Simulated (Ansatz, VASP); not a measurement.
# Ir: VASP beside Ansatz

INCAR

```
SYSTEM = Ir
PREC = Accurate
ENCUT = 500
EDIFF = 1E-7
ISMEAR = -1
SIGMA = 0.15
LREAL = .FALSE.
LASPH = .TRUE.
NELM = 120
ALGO = Normal
ISIF = 3
LWAVE = .FALSE.
LCHARG = .FALSE.
GGA = PS
IBRION = 2
NSW = 80
EDIFFG = -0.001
GGA_COMPAT = .FALSE.
NELMIN = 4
```

KPOINTS

```
Automatic mesh
0
G
  18 18 10
  0 0 0
```

Contents of POSCAR:

```
Ir
1.0
    2.7190554922      0.0000000000      0.0000000000
   -1.3595277461      2.3547711306      0.0000000000
    0.0000000000      0.0000000000      4.4079330487
Ir
2
Direct
    0.6666666667      0.3333333333      0.7500000000
    0.3333333333      0.6666666667      0.2500000000
```

Input for Ansatz:

```yaml
crystal:
  lattice:
    - [2.7190554922, 0.0, 0.0]
    - [-1.3595277461, 2.3547711306, 0.0]
    - [0.0, 0.0, 4.4079330487]
  atoms:
    - { symbol: Ir, position: [0.6666666667, 0.3333333333, 0.75] }
    - { symbol: Ir, position: [0.3333333333, 0.6666666667, 0.25] }
basis:
  ecutwfc: 420
kpoints:
  mp_grid: { grid: [18, 18, 10] }
hamiltonian:
  xc: pbesol
scf:
  occupations: { method: fermi_dirac, width: 0.15 }
output:
  forces: true
  stress: true
  eigenvalues: true
relax:
  adjacent_minimum: "off"
  f_tol: 0.001
  max_steps: 60
  cell: { stress_tol: 0.01 }
```

Alike in both runs: task relaxation of cell and atoms; functional PBEsol; k mesh 18 × 18 × 10; occupations fermi-dirac, width 0.15 eV; no spin polarisation.

```csv
,VASP,Ansatz
version,VASP 6.6.1,Ansatz 0.2.0
potentials or method,"VASP PAW PBE potentials, release 64 (Ir), cutoff 500 eV","scalar-relativistic, plane waves, PAW"
valence electrons in the cell,18,34
```

|  | VASP | Ansatz | Ansatz less VASP |
| --- | --- | --- | --- |
| gap on the k mesh at the Fermi level, each at its own relaxed structure (eV) | none | none | - |
| relaxed volume (Å³/atom) | 14.18 | 14.14 | -0.034 |
| relaxed cell length with the largest relative difference (Å) | 4.414 | 4.410 | -0.0037 |

VASP's potentials were made for PBE, not for PBEsol. A gap of «none» marks a metal or a gap that the smearing closes. VASP's potentials hold 18 valence electrons a cell and Ansatz's 34, so a difference there can come from the potentials and not from the codes.

Neither program's run includes spin-orbit coupling.
